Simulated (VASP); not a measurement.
# BaTiO3 (R3m) in VASP: a series of runs

BaTiO3 is run at these levels: PBE+U; tasks: single point.

All numbers are computed with VASP 6.6.1; they aren't measurements. Logs are shortened: lines on timing, memory, paths and dates and some standing lists are left out, and cuts for length are marked.

### Step 1. The cell of the first run

It takes space group R3m (No. 160, trigonal). Conventional cell: a = 5.893 Å, b = 5.893 Å, c = 7.250 Å, α = 90.00°, β = 90.00°, γ = 120.00°. Within 3.7 Å of Ba (site symmetry 3m) lie 12 O at 2.82 to 3.10 Å and 7 Ti at 3.53 to 3.64 Å. Within 2.5 Å of Ti (site symmetry 3m) lie 6 O at 1.87 to 2.32 Å. O (site symmetry m) has 2 Ti at 1.87 to 2.32 Å within 2.5 Å.

### Step 2. Single point, PBE+U (equal strain along all axes, cell held: +3.0 %, then relaxed in part)

File INCAR:

```
ALGO = Normal
EDIFF = 1E-6
ENCUT = 520
GGA = PE
ISIF = 2
ISMEAR = 0
LASPH = True
LCHARG = True
LDAU = True
LDAUJ = 0 0 0
LDAUL = -1 2 -1
LDAUPRINT = 1
LDAUTYPE = 2
LDAUU = 0 4 0
LELF = True
LMAXMIX = 4
LREAL = False
LVHAR = True
LWAVE = False
NBANDS = 28
NELM = 150
PREC = Accurate
SIGMA = 0.02
```

File KPOINTS:

```
k-points
0
Gamma
  6 6 6
```

File POSCAR:

```
BaTiO3
1.0
    2.9463406640      1.7010705755      2.4165972010
   -2.9463406640      1.7010705755      2.4165972010
    0.0000000000     -3.4021411510      2.4165972009
Ba Ti O
1 1 3
Direct
    0.0092827295      0.0092827295      0.0092827295
    0.5226084733      0.5226084733      0.5226084733
    0.4855102411      0.9681893152      0.4855102411
    0.4855102411      0.4855102411      0.9681893152
    0.9681893152      0.4855102411      0.4855102411
```

Potentials or basis: VASP PAW PBE potentials, release 64 (Ba_sv, Ti_sv, O).

Launch:

```console
$ cat potpaw_PBE.64/Ba_sv/POTCAR potpaw_PBE.64/Ti_sv/POTCAR potpaw_PBE.64/O/POTCAR > POTCAR
$ mpirun -np 1 vasp_std > vasp.out
```

OUTCAR:

```text
EDIFF = 1E-6
   ENCUT = 520
   GGA = PE
   ISIF = 2
   ISMEAR = 0
   LASPH = True
   LREAL = False
   NELM = 150
   PREC = Accurate

 ion  position               nearest neighbor table
   1  0.009  0.009  0.009-   3 2.82   5 2.82   4 2.82   4 2.95   4 2.95   3 2.95   5 2.95   3 2.95
                             5 2.95   5 3.10   3 3.10   4 3.10   2 3.53   2 3.58   2 3.58   2 3.58
   2  0.523  0.523  0.523-   4 1.87   3 1.87   5 1.87   4 2.32   3 2.32   5 2.32   1 3.53   1 3.58
                             1 3.58   1 3.58   1 3.64   1 3.64   1 3.64   1 3.72
   3  0.486  0.968  0.486-   2 1.87   2 2.32   1 2.82   1 2.95   1 2.95   1 3.10
   4  0.486  0.486  0.968-   2 1.87   2 2.32   1 2.82   1 2.95   1 2.95   1 3.10
   5  0.968  0.486  0.486-   2 1.87   2 2.32   1 2.82   1 2.95   1 2.95   1 3.10

  LATTYP: Found a trigonal (rhomboedric) cell.
 ALAT       =     4.1730691874
 COS(alpha) =     0.0030239058

  Lattice vectors:

 A1 = (   2.9463406640,   1.7010705755,   2.4165972010)
 A2 = (  -2.9463406640,   1.7010705755,   2.4165972010)
 A3 = (   0.0000000000,  -3.4021411510,   2.4165972009)

Analysis of symmetry for initial positions (statically):
=====================================================================
 Subroutine PRICEL returns:
 Original cell was already a primitive cell.

 Routine SETGRP: Setting up the symmetry group for a
 trigonal (rhombohedral) supercell.

 Subroutine GETGRP returns: Found  6 space group operations
 (whereof  6 operations were pure point group operations)
 out of a pool of 12 trial point group operations.

The static configuration has the point symmetry C_3v.

Analysis of symmetry for dynamics (positions and initial velocities):
=====================================================================
 Subroutine PRICEL returns:
 Original cell was already a primitive cell.

 Routine SETGRP: Setting up the symmetry group for a
 trigonal (rhombohedral) supercell.

 Subroutine GETGRP returns: Found  6 space group operations
 (whereof  6 operations were pure point group operations)
 out of a pool of 12 trial point group operations.

The dynamic configuration has the point symmetry C_3v.

 Subroutine INISYM returns: Found  6 space group operations
 (whereof  6 operations are pure point group operations),
 and found     1 'primitive' translations

----------------------------------------------------------------------------------------

                                     Primitive cell

  volume of cell :      72.6709

  direct lattice vectors                    reciprocal lattice vectors
     2.946340664  1.701070575  2.416597201     0.169702033  0.097977514  0.137934999
    -2.946340664  1.701070575  2.416597201    -0.169702033  0.097977514  0.137934999
     0.000000000 -3.402141151  2.416597201     0.000000000 -0.195955029  0.137934999

  length of vectors
     4.173069187  4.173069187  4.173069187     0.239633965  0.239633965  0.239633965

  position of ions in fractional coordinates (direct lattice)
     0.009282730  0.009282730  0.009282730
     0.522608473  0.522608473  0.522608473
     0.485510241  0.968189315  0.485510241
     0.485510241  0.485510241  0.968189315
     0.968189315  0.485510241  0.485510241

  ion indices of the primitive-cell ions
   primitive index   ion index
                 1           1
                 2           2
                 3           3
                 4           4
                 5           5

----------------------------------------------------------------------------------------

 KPOINTS: k-points

Automatic generation of k-mesh.
[... 56 lines left out ...]
 SYSTEM =  unknown system
   PREC   = accura    normal or accurate (medium, high low for compatibility)
   ISTART =      0    job   : 0-new  1-cont  2-samecut
   ICHARG =      2    charge: 1-file 2-atom 10-const
   ISPIN  =      1    spin polarized calculation?
   LNONCOLLINEAR =      F non collinear calculations
   LSORBIT =      F    spin-orbit coupling
   LASPH  =      T    aspherical Exc in radial PAW
   ENCUT  =  520.0 eV  38.22 Ry    6.18 a.u.   7.76  7.76  7.76*2*pi/ulx,y,z
   NELM   =    150;   NELMIN=  2; NELMDL= -5     # of ELM steps
   EDIFF  = 0.1E-05   stopping-criterion for ELM
   LREAL  =      F    real-space projection
   EDIFFG = 0.1E-04   stopping-criterion for IOM
   NSW    =      0    number of steps for IOM
   IBRION =     -1    ionic relax: 0-MD 1-quasi-New 2-CG
   NFREE  =      0    steps in history (QN), initial steepest desc. (CG)
   ISIF   =      2    stress and relaxation
   ISYM   =      2    0-nonsym 1-usesym 2-fastsym
   POTIM  = 0.5000    time-step for ionic-motion
   TEBEG  =    0.0;   TEEND  =   0.0 temperature during run
   PSTRESS=    0.0 pullay stress
   NELECT =      40.0000    total number of electrons
   NUPDOWN=      -1.0000    fix difference up-down
   EMIN   =  10.00;   EMAX   =-10.00  energy-range for DOS
   EFERMI =   0.00;   METHOD = LEGACY
   ISMEAR =     0;   SIGMA  =   0.02  broadening in eV -4-tet -1-fermi 0-gaus
   EFERMI_NEDOS =   21; number of points for ismear=-14 and -15
   IALGO  =     38    algorithm
   IMIX   =      4    mixing-type and parameters
     AMIX     =   0.40;   BMIX     =  1.00
     AMIX_MAG =   1.60;   BMIX_MAG =  1.00
  volume/ion in A,a.u.               =      14.53        98.08
  Fermi-wavevector in a.u.,A,eV,Ry     =   1.341656  2.535362 24.491048  1.800041
  Thomas-Fermi vector in A             =   2.469872
   LORBIT       =      0    0 simple, 1 ext, 2 COOP (PROOUT), +10 PAW based schemes
 LDA+U is selected, type is set to LDAUTYPE =  2
   angular momentum for each species LDAUL =    -1    2   -1
   U (eV)           for each species LDAUU =   0.0  4.0  0.0
   J (eV)           for each species LDAUJ =   0.0  0.0  0.0
   GGA     = PE    functional components
   LHFCALC =     F    Hartree Fock is set to
   AEXX    =    0.0000 exact exchange contribution
   IVDW    =     0    specifies the selected vdW correction
   LEPSILON=     F    determine dielectric tensor
   LRPA    =     F    only Hartree local field effects (RPA)
 non-spin polarized calculation
 Gauss-broadening in eV      SIGMA  =   0.02
  energy-cutoff  :      520.00
  volume of cell :       72.67
 maximum number of plane-waves:      1982
   NGX = 15   NGY = 15   NGZ = 15

atom =   2  type =  2  l = 2

 onsite density matrix

spin component  1

  0.1763  0.0000  0.0000  0.0623 -0.0000
  0.0000  0.1830  0.0000  0.0000  0.0623
  0.0000  0.0000  0.1139  0.0000  0.0000
  0.0623  0.0000  0.0000  0.1830  0.0000
 -0.0000  0.0623  0.0000  0.0000  0.1763

spin component  2

  0.1763  0.0000  0.0000  0.0623 -0.0000
  0.0000  0.1830  0.0000  0.0000  0.0623
  0.0000  0.0000  0.1139  0.0000  0.0000
  0.0623  0.0000  0.0000  0.1830  0.0000
 -0.0000  0.0623  0.0000  0.0000  0.1763

 occupancies and eigenvectors

  o =  0.1139  v = -0.0000 -0.0000  1.0000  0.0000 -0.0000  0.0000  0.0000  0.0000  0.0000  0.0000      0.0000  0.0000  0.0000  0.0000  0.0000  0.0000  0.0000  0.0000  0.0000  0.0000
  o =  0.1139  v =  0.0000  0.0000  0.0000  0.0000  0.0000 -0.0000 -0.0000  1.0000  0.0000 -0.0000      0.0000  0.0000  0.0000  0.0000  0.0000  0.0000  0.0000  0.0000  0.0000  0.0000
  o =  0.1173  v =  0.0000  0.0000  0.0000  0.0000  0.0000 -0.7258  0.0000  0.0000  0.6879 -0.0000      0.0000  0.0000  0.0000  0.0000  0.0000  0.0000  0.0000  0.0000  0.0000  0.0000
  o =  0.1173  v = -0.7258  0.0000  0.0000  0.6879 -0.0000  0.0000  0.0000  0.0000  0.0000  0.0000      0.0000  0.0000  0.0000  0.0000  0.0000  0.0000  0.0000  0.0000  0.0000  0.0000
  o =  0.1173  v =  0.0000  0.0000  0.0000  0.0000  0.0000 -0.0000 -0.6879 -0.0000  0.0000  0.7258      0.0000  0.0000  0.0000  0.0000  0.0000  0.0000  0.0000  0.0000  0.0000  0.0000
  o =  0.1173  v = -0.0000 -0.6879 -0.0000  0.0000  0.7258  0.0000  0.0000  0.0000  0.0000  0.0000      0.0000  0.0000  0.0000  0.0000  0.0000  0.0000  0.0000  0.0000  0.0000  0.0000
  o =  0.2420  v = -0.0000 -0.7258 -0.0000 -0.0000 -0.6879  0.0000  0.0000  0.0000  0.0000  0.0000      0.0000  0.0000  0.0000  0.0000  0.0000  0.0000  0.0000  0.0000  0.0000  0.0000
  o =  0.2420  v =  0.0000  0.0000  0.0000  0.0000  0.0000 -0.0000 -0.7258 -0.0000 -0.0000 -0.6879      0.0000  0.0000  0.0000  0.0000  0.0000  0.0000  0.0000  0.0000  0.0000  0.0000
  o =  0.2420  v = -0.6879  0.0000  0.0000 -0.7258  0.0000  0.0000  0.0000  0.0000  0.0000  0.0000      0.0000  0.0000  0.0000  0.0000  0.0000  0.0000  0.0000  0.0000  0.0000  0.0000
  o =  0.2420  v =  0.0000  0.0000  0.0000  0.0000  0.0000 -0.6879  0.0000  0.0000 -0.7258  0.0000      0.0000  0.0000  0.0000  0.0000  0.0000  0.0000  0.0000  0.0000  0.0000  0.0000

 number of electron      40.0000006 magnetization

 Free energy of the ion-electron system (eV)
  ---------------------------------------------------
  ext. energy  EPLUGINS =         0.00000000
  ---------------------------------------------------
  free energy    TOTEN  =       -37.15844488 eV

  energy without entropy =      -37.15844488  energy(sigma->0) =      -37.15844488

 E-fermi :   3.2260     XC(G=0): -10.5734

 val. band max:        2.9433191211   @ k =   0.5000   0.5000   0.5000
 cond. band min:       6.0299522137   @ k =  -0.1667   0.1667   0.0000
 fundamental gap:      3.0866330926
 Fermi energy:         3.2260466189

 k-point     1 :       0.0000    0.0000    0.0000
  band No.  band energies     occupation
      1     -54.4983      2.00000
      2     -30.7242      2.00000
      3     -30.6786      2.00000
      4     -30.6786      2.00000
      5     -22.1987      2.00000
      6     -13.6035      2.00000
[... 733 lines left out ...]
     27      10.4712      0.00000
     28      10.8689      0.00000

 [... further k-points ...]

------------------------ aborting loop because EDIFF is reached ----------------------------------------

  FORCE on cell =-STRESS in cart. coord.  units (eV):
  Direction    XX          YY          ZZ          XY          YZ          ZX
  --------------------------------------------------------------------------------------
  -------------------------------------------------------------------------------------
  Total       -1.8079523     -1.8079523     -1.3746555      0.0000000     -0.0000000      0.0000000
  in kB      -39.8599497    -39.8599497    -30.3070488      0.0000000     -0.0000000      0.0000000
  external PRESSURE =     -36.6756494 kB  Pullay stress =       0.0000000 kB

 VOLUME and BASIS-vectors are now :
 -----------------------------------------------------------------------------
  energy-cutoff  :      520.00
  volume of cell :       72.67
      direct lattice vectors                 reciprocal lattice vectors
     2.946340664  1.701070575  2.416597201     0.169702033  0.097977514  0.137934999
    -2.946340664  1.701070575  2.416597201    -0.169702033  0.097977514  0.137934999
     0.000000000 -3.402141151  2.416597201     0.000000000 -0.195955029  0.137934999

 POSITION                                       TOTAL-FORCE (eV/Angst)
 -----------------------------------------------------------------------------------
      0.00000      0.00000      0.06730         0.000000     -0.000000     -0.069120
      0.00000      0.00000      3.78880         0.000000     -0.000000     -0.821414
     -1.42214      0.82107      4.68629        -0.369971      0.213603      0.296845
      0.00000     -1.64214      4.68629         0.000000     -0.427206      0.296845
      1.42214      0.82107      4.68629         0.369971      0.213603      0.296845
 -----------------------------------------------------------------------------------
    total drift:                               -0.000000     -0.000002      0.001125

  FREE ENERGIE OF THE ION-ELECTRON SYSTEM (eV)
  ---------------------------------------------------
  free  energy   TOTEN  =       -37.1584448797 eV

  energy  without entropy=      -37.1584448797  energy(sigma->0) =      -37.15844488
```

Run time: 42 s. Hardware: 1 thread of Intel Xeon Platinum 8488C (Sapphire Rapids), shared host; peak memory 0.22 GiB.

Results:

```yaml
Free_energy: -37.1584 eV
Pressure: -3.7 GPa
Largest_force: 0.821 eV/Å
Band_gap_on_the_k_mesh: 3.09 eV, indirect (least direct gap 3.65 eV)
```

Forces on the atoms (eV/Å):
```
Ba   0.000  0.000 -0.069
Ti   0.000  0.000 -0.821
O   -0.370  0.214  0.297
O    0.000 -0.427  0.297
O    0.370  0.214  0.297
```

Levels at points of the mesh, in eV from the valence-band top:
```
           k point  band 17  band 18  band 19  band 20  band 21  band 22  band 23  band 24
(0.00, 0.00, 0.00)    -0.88    -0.78    -0.74    -0.74     3.16     3.16     3.28     4.36
(0.50, 0.00, 0.00)    -1.51    -1.36    -1.10    -0.97     3.28     3.96     4.13     4.36
(0.50, 0.50, 0.00)    -1.67    -0.94    -0.84    -0.09     4.02     4.12     4.37     4.54
(0.50, 0.50, 0.50)    -2.21    -0.07    -0.07     0.00     4.26     4.58     4.58     5.96
```

Eigenvalues of the final occupation matrices:
```csv
site,spin,trace,eigenvalues
site 2 d,1,0.83,0.11 0.12 0.12 0.24 0.24
site 2 d,2,0.83,0.11 0.12 0.12 0.24 0.24
```

Caveat: the cell differs from its parent crystal (equal strain along all axes, cell held: +3.0 %, then relaxed in part); spin-orbit coupling is left out, which moves the levels of the heavy elements. A k mesh can miss the band edges.

(Part 1 of 2 ends here.)
